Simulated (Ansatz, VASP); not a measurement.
## CrO2: VASP beside Ansatz

File INCAR:

```
SYSTEM = CrO2
  ALGO = Normal
  DIPOL = 0.5 0.5 0.500
  EDIFF = 1E-7
  ENCUT = 520
  GGA = PE
  IDIPOL = 3
  ISIF = 2
  ISMEAR = 0
  ISPIN = 2
  LASPH = .TRUE.
  LCHARG = .FALSE.
  LDIPOL = .TRUE.
  LMAXMIX = 4
  LORBIT = 11
  LREAL = .FALSE.
  LWAVE = .FALSE.
  MAGMOM = 3 0 0
  NBANDS = 23
  NELM = 150
  PREC = Accurate
  SIGMA = 0.1
```

KPOINTS

```
k-points
0
G
  6 6 1
  0 0 0
```

File POSCAR:

```
CrO2
1.0
    3.0854846400      0.0000000000      0.0000000000
   -1.3335130800      2.7824380100      0.0000000000
    0.0000000000      0.0000000000     17.0000000000
Cr O
1 2
Direct
    0.5000000000      0.0000000000      0.5000000000
    0.2499100600      0.3863701000      0.4303248500
    0.7500899400      0.6136299000      0.5696751500
```

Input for Ansatz:

```yaml
crystal:
  lattice:
    - [3.08548464, 0.0, 0.0]
    - [-1.33351308, 2.78243801, 0.0]
    - [0.0, 0.0, 17.0]
  atoms:
    - { symbol: Cr, position: [0.5, 0.0, 0.5], spin: 3.0 }
    - { symbol: O, position: [0.24991006, 0.3863701, 0.43032485] }
    - { symbol: O, position: [0.75008994, 0.6136299, 0.56967515] }
  periodic: [true, true, false]
basis:
  ecutwfc: 420
kpoints:
  mp_grid: { grid: [6, 6, 1] }
hamiltonian:
  xc: pbe
scf:
  occupations: { method: gaussian, width: 0.1 }
  lower_state_search: "off"
output:
  forces: true
  stress: true
  eigenvalues: true
  populations: true
magnetization:
  spin_polarized: true
```

Change from the starting cell: species swapped into a sheet of the MnO2 type.

Alike in both runs: task single point; functional PBE; k mesh 6 × 6 × 1; occupations gaussian, width 0.1 eV; collinear spin.

|  | VASP | Ansatz |
| --- | --- | --- |
| version | VASP 6.6.1 | Ansatz 0.2.0 |
| potentials or method | VASP PAW PBE potentials, release 64 (Cr_pv, O), cutoff 520 eV | scalar-relativistic, plane waves, PAW |
| valence electrons in the cell | 24 | 26 |

```tsv
	VASP	Ansatz	Ansatz less VASP
gap on the k mesh at the Fermi level (eV)	none	none	-
rms of the force components (eV/Å)	1.607	1.633	+0.0258
net moment per atom (μB)	0.67	0.67	0.000
size of the moment on the site where the two differ most (μB)	2.45	2.12	-0.338
```

Site moments also hang on the region over which each program counts them. Atom by atom the forces differ by 0.027 eV/Å (rms over components). A gap of «none» marks a metal or a gap that the smearing closes. VASP's potentials hold 24 valence electrons a cell and Ansatz's 26, so a difference there can come from the potentials and not from the codes. Ansatz's warnings: slab cell height set.

The k mesh is coarse, so the values compare programs but aren't converged.
